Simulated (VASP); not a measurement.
# SiO2 in VASP: further runs

Runs on SiO2. Level: HSE06. Tasks: single point.

Program: VASP 6.6.1. These are calculated values, not measurements. Logs are shortened: lines on timing, memory, paths and dates and some standing lists are left out, and cuts for length are marked.

### Step 1. The cell of the first run

It takes space group R-3m (No. 166, trigonal). Conventional cell: a = 3.234 Å, b = 3.234 Å, c = 7.560 Å, α = 90.00°, β = 90.00°, γ = 120.00°. Within 2.5 Å of Si (site symmetry -3m) lie 8 O at 1.88 to 1.97 Å. Within 2.5 Å of O (site symmetry 3m) lie 4 Si at 1.88 to 1.97 Å and 6 O at 2.25 to 2.26 Å.

### Step 2. Single point, HSE06 (epitaxial 111 strain +1.0%)

Contents of POSCAR:

```
SiO2
1.0
   -0.0695377410      2.2172730679      2.2172730679
    2.2172730679     -0.0695377410      2.2172730679
    2.2172730679      2.2172730679     -0.0695377410
Si O
1 2
Direct
    0.0000000000      0.0000000000      0.0000000000
    0.2493069066      0.2493069066      0.2493069066
    0.7506930934      0.7506930934      0.7506930934
```

Contents of INCAR.step1:

```
PREC = Accurate ; ENCUT = 520
EDIFF = 1E-5 ; ISMEAR = 0
SIGMA = 0.01 ; LREAL = False
LASPH = True ; NELM = 60
ALGO = Normal ; ISIF = 2
LWAVE = True ; LCHARG = False
GGA = PE ; NBANDS = 15
```

Contents of INCAR.step2:

```
PREC = Accurate ; ENCUT = 520
EDIFF = 1E-7 ; ISMEAR = 0
SIGMA = 0.01 ; LREAL = False
LASPH = True ; NELM = 60
ALGO = Normal ; ISIF = 2
LWAVE = False ; LCHARG = False
GGA = PE ; LHFCALC = True
HFSCREEN = 0.2079 ; PRECFOCK = Normal
ISTART = 1 ; NBANDS = 15
```

Contents of KPOINTS:

```
regular mesh
0
Gamma
  6 6 6
```

Potentials or basis: VASP PAW PBE potentials, release 64 (Si, O).

On the command line:

```bash
cat potpaw_PBE.64/Si/POTCAR potpaw_PBE.64/O/POTCAR > POTCAR
cp INCAR.step1 INCAR
mpirun -np 1 vasp_std > vasp.out
cp INCAR.step2 INCAR
mpirun -np 1 vasp_std > vasp.out
```

OUTCAR:

```text
PREC = Accurate
   ENCUT = 520
   EDIFF = 1E-7
   ISMEAR = 0
   LREAL = False
   LASPH = True
   NELM = 60
   ISIF = 2
   GGA = PE
   LHFCALC = True
   HFSCREEN = 0.2079
   PRECFOCK = Normal
   ISTART = 1

 ion  position               nearest neighbor table
   1  0.000  0.000  0.000-   2 1.88   3 1.88   3 1.97   3 1.97   3 1.97   2 1.97   2 1.97   2 1.97

   2  0.249  0.249  0.249-   1 1.88   1 1.97   1 1.97   1 1.97
   3  0.751  0.751  0.751-   1 1.88   1 1.97   1 1.97   1 1.97

  LATTYP: Found a trigonal (rhomboedric) cell.
 ALAT       =     3.1364685895
 COS(alpha) =     0.4684078154

  Lattice vectors:

 A1 = (  -0.0695377410,   2.2172730679,   2.2172730679)
 A2 = (   2.2172730679,  -0.0695377410,   2.2172730679)
 A3 = (   2.2172730679,   2.2172730679,  -0.0695377410)

Analysis of symmetry for initial positions (statically):
=====================================================================
 Subroutine PRICEL returns:
 Original cell was already a primitive cell.

 Routine SETGRP: Setting up the symmetry group for a
 trigonal (rhombohedral) supercell.

 Subroutine GETGRP returns: Found 12 space group operations
 (whereof 12 operations were pure point group operations)
 out of a pool of 12 trial point group operations.

The static configuration has the point symmetry D_3d.

Analysis of symmetry for dynamics (positions and initial velocities):
=====================================================================
 Subroutine PRICEL returns:
 Original cell was already a primitive cell.

 Routine SETGRP: Setting up the symmetry group for a
 trigonal (rhombohedral) supercell.

 Subroutine GETGRP returns: Found 12 space group operations
 (whereof 12 operations were pure point group operations)
 out of a pool of 12 trial point group operations.

The dynamic configuration has the point symmetry D_3d.

 Subroutine INISYM returns: Found 12 space group operations
 (whereof 12 operations are pure point group operations),
 and found     1 'primitive' translations

----------------------------------------------------------------------------------------

                                     Primitive cell

  volume of cell :      22.8268

  direct lattice vectors                    reciprocal lattice vectors
    -0.069537741  2.217273068  2.217273068    -0.215161935  0.222128284  0.222128284
     2.217273068 -0.069537741  2.217273068     0.222128284 -0.215161935  0.222128284
     2.217273068  2.217273068 -0.069537741     0.222128284  0.222128284 -0.215161935

  length of vectors
     3.136468589  3.136468589  3.136468589     0.380757938  0.380757938  0.380757938

  position of ions in fractional coordinates (direct lattice)
     0.000000000  0.000000000  0.000000000
     0.249306907  0.249306907  0.249306907
     0.750693093  0.750693093  0.750693093

  ion indices of the primitive-cell ions
   primitive index   ion index
                 1           1
                 2           2
                 3           3

----------------------------------------------------------------------------------------

 KPOINTS: regular mesh

Automatic generation of k-mesh.
 Grid dimensions read from file:
 generate k-points for:    6    6    6

 Generating k-lattice:

  Cartesian coordinates                     Fractional coordinates (reciprocal lattice)
    -0.035860322  0.037021381  0.037021381     0.166666667  0.000000000  0.000000000
     0.037021381 -0.035860322  0.037021381     0.000000000  0.166666667  0.000000000
     0.037021381  0.037021381 -0.035860322     0.000000000  0.000000000  0.166666667

  Length of vectors
     0.063459656  0.063459656  0.063459656

  Shift w.r.t. Gamma in fractional coordinates (k-lattice)
     0.000000000  0.000000000  0.000000000

 Subroutine IBZKPT returns following result:
 ===========================================

 Found     32 irreducible k-points:

 Following reciprocal coordinates:
            Coordinates               Weight
  0.000000  0.000000  0.000000      1.000000
  0.166667  0.000000 -0.000000      6.000000
  0.333333  0.000000  0.000000      6.000000
  0.500000  0.000000  0.000000      3.000000
  0.166667  0.166667  0.000000      6.000000
  0.333333  0.166667  0.000000     12.000000
[... 16 lines left out ...]
  0.500000  0.500000  0.166667      6.000000
 -0.333333  0.500000  0.166667     12.000000
 [... further k-points ...]
   k-points           NKPTS =     32   k-points in BZ     NKDIM =    216   number of bands    NBANDS=     15
   number of dos      NEDOS =    301   number of ions     NIONS =      3
   total plane-waves  NPLWV =  13824
   dimension x,y,z NGX =    24 NGY =   24 NGZ =   24
   dimension x,y,z NGXF=    48 NGYF=   48 NGZF=   48
   ions per type =               1   2
   NGX,Y,Z   is equivalent  to a cutoff of  12.72, 12.72, 12.72 a.u.
   NGXF,Y,Z  is equivalent  to a cutoff of  25.44, 25.44, 25.44 a.u.
 SYSTEM =  unknown system
   PREC   = accura    normal or accurate (medium, high low for compatibility)
   ISTART =      1    job   : 0-new  1-cont  2-samecut
   ICHARG =      0    charge: 1-file 2-atom 10-const
   ISPIN  =      1    spin polarized calculation?
   LNONCOLLINEAR =      F non collinear calculations
   LSORBIT =      F    spin-orbit coupling
   LASPH  =      T    aspherical Exc in radial PAW
   ENCUT  =  520.0 eV  38.22 Ry    6.18 a.u.   5.83  5.83  5.83*2*pi/ulx,y,z
   NELM   =     60;   NELMIN=  2; NELMDL=  0     # of ELM steps
   EDIFF  = 0.1E-06   stopping-criterion for ELM
   LREAL  =      F    real-space projection
   EDIFFG = 0.1E-05   stopping-criterion for IOM
   NSW    =      0    number of steps for IOM
   IBRION =     -1    ionic relax: 0-MD 1-quasi-New 2-CG
   NFREE  =      0    steps in history (QN), initial steepest desc. (CG)
   ISIF   =      2    stress and relaxation
   ISYM   =      3    0-nonsym 1-usesym 2-fastsym
   POTIM  = 0.5000    time-step for ionic-motion
   TEBEG  =    0.0;   TEEND  =   0.0 temperature during run
   PSTRESS=    0.0 pullay stress
   NELECT =      16.0000    total number of electrons
   NUPDOWN=      -1.0000    fix difference up-down
   EMIN   =  10.00;   EMAX   =-10.00  energy-range for DOS
   EFERMI =   0.00;   METHOD = LEGACY
   ISMEAR =     0;   SIGMA  =   0.01  broadening in eV -4-tet -1-fermi 0-gaus
   EFERMI_NEDOS =   21; number of points for ismear=-14 and -15
   IALGO  =     38    algorithm
   IMIX   =      1    mixing-type and parameters
     AMIX     =   0.40;   BMIX     =  1.00
     AMIX_MAG =   1.60;   BMIX_MAG =  1.00
  volume/ion in A,a.u.               =       7.61        51.35
  Fermi-wavevector in a.u.,A,eV,Ry     =   1.454230  2.748095 28.773379  2.114784
  Thomas-Fermi vector in A             =   2.571404
   LORBIT       =      0    0 simple, 1 ext, 2 COOP (PROOUT), +10 PAW based schemes
   GGA     = PE    functional components
   LHFCALC =     T    Hartree Fock is set to
   PRECFOCK=normal    Normal, Fast or Accurate (Low or Medium for compatibility)
   ENCUT4O =  -1.0   cutoff for four orbital integrals eV
   NKREDX  =     1    reduce k-point grid by
   NKREDY  =     1    reduce k-point grid by
   NKREDZ  =     1    reduce k-point grid by
   AEXX    =    0.2500 exact exchange contribution
   HFSCREEN=    0.2079 screening length (either q_TF or 0.3 A-1)
   HFSCREENC=   0.2079 screening length for correlation (either q_TF or 0.3 A-1)
   ENCUTFOCK=  -1.0 apply spherical cutoff to Coloumb kernel
   IVDW    =     0    specifies the selected vdW correction
   LEPSILON=     F    determine dielectric tensor
   LRPA    =     F    only Hartree local field effects (RPA)
 non-spin polarized calculation
 Gauss-broadening in eV      SIGMA  =   0.01
  energy-cutoff  :      520.00
  volume of cell :       22.83
 maximum number of plane-waves:       624
  NGX = 18; NGY = 18; NGZ = 18

 number of electron      16.0000009 magnetization

 Free energy of the ion-electron system (eV)
  ---------------------------------------------------
  ext. energy  EPLUGINS =         0.00000000
  ---------------------------------------------------
  free energy    TOTEN  =       -25.04329634 eV

  energy without entropy =      -25.04329634  energy(sigma->0) =      -25.04329634

 E-fermi :   8.8914     XC(G=0): -10.2154

 val. band max:        8.8210556836   @ k =   0.5000   0.5000   0.0000
 cond. band min:      12.4980143324   @ k =   0.5000   0.5000   0.0000
 fundamental gap:      3.6769586488
 Fermi energy:         8.8913564881

 k-point     1 :       0.0000    0.0000    0.0000
  band No.  band energies     occupation
      1     -16.2835      2.00000
      2      -8.8754      2.00000
      3       2.3713      2.00000
      4       2.3713      2.00000
      5       2.6420      2.00000
      6       5.9658      2.00000
      7       6.5711      2.00000
      8       6.5711      2.00000
      9      12.8997      0.00000
     10      16.0976      0.00000
     11      16.0976      0.00000
     12      17.5367      0.00000
     13      23.1913      0.00000
     14      23.1913      0.00000
     15      25.6322      0.00000

 k-point     2 :       0.1667    0.0000   -0.0000
  band No.  band energies     occupation
      1     -15.8635      2.00000
      2      -9.4451      2.00000
      3       2.1503      2.00000
      4       2.4478      2.00000
      5       2.6249      2.00000
      6       5.2237      2.00000
      7       5.7124      2.00000
      8       6.0058      2.00000
      9      14.4229      0.00000
     10      16.6752      0.00000
     11      16.8512      0.00000
     12      18.1813      0.00000
     13      23.9186      0.00000
     14      24.0408      0.00000
     15      26.9999      0.00000
[... 365 lines left out ...]
      3      -2.8096      2.00000
      4       0.1875      2.00000
      5       0.2991      2.00000
      6       6.6079      2.00000
      7       7.2630      2.00000
      8       8.1287      2.00000
      9      13.7984      0.00000
     10      19.3374      0.00000
     11      22.3994      0.00000
     12      23.0464      0.00000
     13      23.6226      0.00000
     14      27.2120      0.00000
     15      30.0367      0.00000

 k-point    24 :      -0.3333    0.5000    0.1667
  band No.  band energies     occupation
      1     -12.8307      2.00000
      2     -11.6782      2.00000
      3      -3.1037      2.00000
      4      -0.9024      2.00000
      5       1.6811      2.00000
      6       5.4022      2.00000
      7       7.9335      2.00000
      8       8.5964      2.00000
      9      14.4844      0.00000
     10      20.0000      0.00000
     11      20.6545      0.00000
     12      23.0059      0.00000
     13      24.3619      0.00000
     14      27.5366      0.00000
     15      29.6439      0.00000

 [... further k-points ...]
[... 5 lines left out ...]
  --------------------------------------------------------------------------------------
  -------------------------------------------------------------------------------------
  Total        0.2817385      0.2817385      0.2817385     -0.4412115     -0.4412115     -0.4412115
  in kB       19.7747608     19.7747608     19.7747608    -30.9679044    -30.9679044    -30.9679044
  external PRESSURE =      19.7747608 kB  Pullay stress =       0.0000000 kB

 VOLUME and BASIS-vectors are now :
 -----------------------------------------------------------------------------
  energy-cutoff  :      520.00
  volume of cell :       22.83
      direct lattice vectors                 reciprocal lattice vectors
    -0.069537741  2.217273068  2.217273068    -0.215161935  0.222128284  0.222128284
     2.217273068 -0.069537741  2.217273068     0.222128284 -0.215161935  0.222128284
     2.217273068  2.217273068 -0.069537741     0.222128284  0.222128284 -0.215161935

 POSITION                                       TOTAL-FORCE (eV/Angst)
 -----------------------------------------------------------------------------------
      0.00000      0.00000      0.00000         0.000000     -0.000000      0.000000
      1.08823      1.08823      1.08823        -0.015606     -0.015606     -0.015606
      3.27678      3.27678      3.27678         0.015606      0.015606      0.015606
 -----------------------------------------------------------------------------------
    total drift:                               -0.000000      0.000000     -0.000000

  FREE ENERGIE OF THE ION-ELECTRON SYSTEM (eV)
  ---------------------------------------------------
  free  energy   TOTEN  =       -25.0432963450 eV

  energy  without entropy=      -25.0432963450  energy(sigma->0) =      -25.04329634
```

It took 19 min on 1 thread of Intel Xeon 6975P-C (Granite Rapids), shared host; peak memory 0.25 GiB.

Results:

| Item | Value |
| --- | --- |
| Free energy | -25.0433 eV |
| Pressure | 2.0 GPa |
| Largest force | 0.027 eV/Å |
| Band gap on the k mesh | 3.68 eV |

Forces in eV/Å, atoms in the order of the input:
```
Si   0.000  0.000  0.000
O   -0.016 -0.016 -0.016
O    0.016  0.016  0.016
```

Stress tensor (GPa, compression positive):
```
 1.98 -3.10 -3.10
-3.10  1.98 -3.10
-3.10 -3.10  1.98
```

Levels at points of the mesh, in eV from the valence-band top:
| k point | band 4 | band 5 | band 6 | band 7 | band 8 | band 9 | band 10 | band 11 | band 12 | band 13 |
| --- | --- | --- | --- | --- | --- | --- | --- | --- | --- | --- |
| (0.00, 0.00, 0.00) | -6.45 | -6.18 | -2.86 | -2.25 | -2.25 | 4.08 | 7.28 | 7.28 | 8.72 | 14.37 |
| (0.50, 0.00, 0.00) | -5.93 | -5.48 | -5.36 | -5.01 | -4.82 | 8.05 | 11.65 | 11.77 | 13.06 | 15.49 |
| (0.50, 0.50, 0.00) | -9.06 | -8.74 | -1.27 | -0.92 | 0.00 | 3.68 | 10.28 | 13.54 | 15.14 | 15.71 |
| (0.50, 0.50, 0.50) | -5.96 | -5.96 | -5.61 | -4.91 | -4.91 | 8.45 | 12.26 | 12.43 | 12.43 | 16.03 |

Caveat: the cell differs from its parent crystal (epitaxial 111 strain +1.0%); the PAW data sets were made with another functional, which shifts forces and pressure a little.

### Step 3. Single point, HSE06 (uniaxial z strain -3.0%)

Contents of POSCAR:

```
SiO2
1.0
    0.0000000000      2.2641691178      2.1962440442
    2.2641691178      0.0000000000      2.1962440442
    2.2641691178      2.2641691178      0.0000000000
Si O
1 2
Direct
    0.0000000000      0.0000000000      0.0000000000
    0.2500000000      0.2500000000      0.2500000000
    0.7500000000      0.7500000000      0.7500000000
```

Contents of INCAR.step1:

```
ALGO = Normal ; EDIFF = 1E-5
ENCUT = 520 ; GGA = PE
ISIF = 2 ; ISMEAR = 0
LASPH = T ; LCHARG = F
LREAL = F ; LWAVE = T
NBANDS = 15 ; NELM = 100
PREC = Accurate ; SIGMA = 0.01
```

Contents of INCAR.step2:

```
ALGO = Normal ; EDIFF = 1E-6
ENCUT = 520 ; GGA = PE
HFSCREEN = 0.2079 ; ISIF = 2
ISMEAR = 0 ; ISTART = 1
LASPH = T ; LCHARG = F
LHFCALC = T ; LREAL = F
LWAVE = F ; NBANDS = 15
NELM = 100 ; PREC = Accurate
PRECFOCK = Normal ; SIGMA = 0.01
```

Contents of KPOINTS:

```
k-points
0
Gamma
  6 6 6
```

Potentials or basis: VASP PAW PBE potentials, release 64 (Si, O).

On the command line:

```bash
cat potpaw_PBE.64/Si/POTCAR potpaw_PBE.64/O/POTCAR > POTCAR
cp INCAR.step1 INCAR
mpirun -np 1 vasp_std > vasp.out
cp INCAR.step2 INCAR
mpirun -np 1 vasp_std > vasp.out
```

Wall time 26 min (1 thread of Intel Xeon Platinum 8375C at 2.90GHz (Ice Lake), shared host); peak memory 0.25 GiB.

It converged, with:

| Quantity | Value |
| --- | --- |
| Free energy | -24.9610 eV |
| Pressure | 6.4 GPa |
| Band gap on the k mesh | 2.94 eV |

Stress tensor (GPa, compression positive):
```
-5.73  0.00  0.00
 0.00 -5.73  0.00
 0.00  0.00 30.63
```

Levels at points of the mesh, in eV from the valence-band top:
```csv
k point,band 5,band 6,band 7,band 8,band 9,band 10,band 11,band 12
"(0.00, 0.00, 0.00)",-6.70,-3.07,-3.07,-2.30,3.89,7.28,7.51,7.51
"(0.50, 0.00, 0.00)",-6.10,-5.78,-5.41,-5.24,7.97,11.48,12.19,12.28
"(0.50, 0.50, 0.00)",-9.49,-1.51,-1.51,0.00,2.94,9.88,13.40,15.39
"(0.50, 0.00, 0.50)",-9.20,-1.69,-1.02,-0.42,3.51,10.30,13.22,15.07
```

Caveat: the cell differs from its parent crystal (uniaxial z strain -3.0%); the cell stands under pressure; the PAW data sets were made with another functional, which shifts forces and pressure a little.
